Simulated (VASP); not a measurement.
Here is a VASP 6.6.1 calculation.

Contents of INCAR:

```
SYSTEM = PbS
ALGO = Normal
EDIFF = 1E-6
ENCUT = 500
GGA = PE
GGA_COMPAT = .FALSE.
ISIF = 2
ISMEAR = 0
LASPH = .TRUE.
LCHARG = .TRUE.
LDAU = .TRUE.
LDAUJ = 0 0
LDAUL = -1 1
LDAUPRINT = 1
LDAUTYPE = 2
LDAUU = 0 8.8
LELF = .TRUE.
LREAL = .FALSE.
LVHAR = .TRUE.
LWAVE = .FALSE.
NBANDS = 17
NELM = 200
PREC = Accurate
SIGMA = 0.1
```

KPOINTS

```
k-points
0
G
  4 4 4
  0 0 0
```

POSCAR

```
PbS
1.0
    3.6536590000      0.0000000000      0.0000000000
    0.0000000000      3.6536590000      0.0000000000
    0.0000000000      0.0000000000      3.6536590000
Pb S
1 1
Direct
    0.0000000000      0.0000000000      0.0000000000
    0.5000000000      0.5000000000      0.5000000000
```

Potentials or basis: VASP PAW PBE potentials, release 64 (Pb_d, S).

Launch:

```sh
$ cat potpaw_PBE.64/Pb_d/POTCAR potpaw_PBE.64/S/POTCAR > POTCAR
$ mpirun -np 1 vasp_std > vasp.out
```

**Question.** What does it give for the band gap on the k mesh?

**Answer.** Zero (bands 10 and 11 overlap by 0.57 eV).

**Question.** Estimate the pressure.

**Answer.** 0.7 GPa.

Caveat: the k points lie up to 0.43 Å⁻¹ apart, too coarse for converged energies and pressures of a metal; semilocal functionals underestimate gaps, so a narrow gap can read as zero; spin-orbit coupling is left out, which moves the levels of the heavy elements; U without spin polarisation on a metal has little footing.
